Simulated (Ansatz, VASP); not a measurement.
**SiNi: VASP and Ansatz over several settings**

```xyz
4
Lattice="2.9623 0.0000 0.0000 0.0000 3.3021 0.0000 0.0000 0.0000 4.7084" Properties=species:S:1:pos:R:3 pbc="T T T"
Ni    1.4811    1.6510    1.6126
Ni    0.0000    0.0000    3.0958
Si    1.4811    1.6510    3.9699
Si    0.0000    0.0000    0.7385
```

Single points on this cell with VASP 6.6.1 and Ansatz 0.2.0. Each row is one pair of runs. Alike in all rows: spin: collinear, typed start; k mesh: 9 × 8 × 6; smearing: fermi-dirac, width 0.05 eV; Ansatz's potentials, cutoff: Ansatz PAW, 420 eV.

```csv
level,"VASP's potentials, cutoff","gap on the k mesh at the Fermi level (eV), VASP","gap on the k mesh at the Fermi level (eV), Ansatz","pressure (GPa), VASP","pressure (GPa), Ansatz","rms of the force components (eV/Å), VASP","rms of the force components (eV/Å), Ansatz"
BLYP,"VASP PAW PBE potentials, release 64 (Ni_sv_GW, Si), 590 eV",?,none,?,11.4,?,0.107
RPBE,"VASP PAW PBE potentials, release 64 (Ni, Si), 520 eV",none,none,6.2,6.4,0.037,0.032
LDA,"VASP PAW LDA potentials, release 64 (Ni_sv_GW, Si), 590 eV",none,none,-10.3,-8.5,0.108,0.117
```

Question: Fill in what VASP gave in row 1.

Answer: gap on the k mesh at the Fermi level (eV): none; pressure (GPa): 10.0; rms of the force components (eV/Å): 0.095.

VASP's potentials hold 28 valence electrons a cell and Ansatz's 44 in some rows, so a difference there can come from the potentials and not from the codes.

A gap of «none» marks a metal or a gap that the smearing closes.
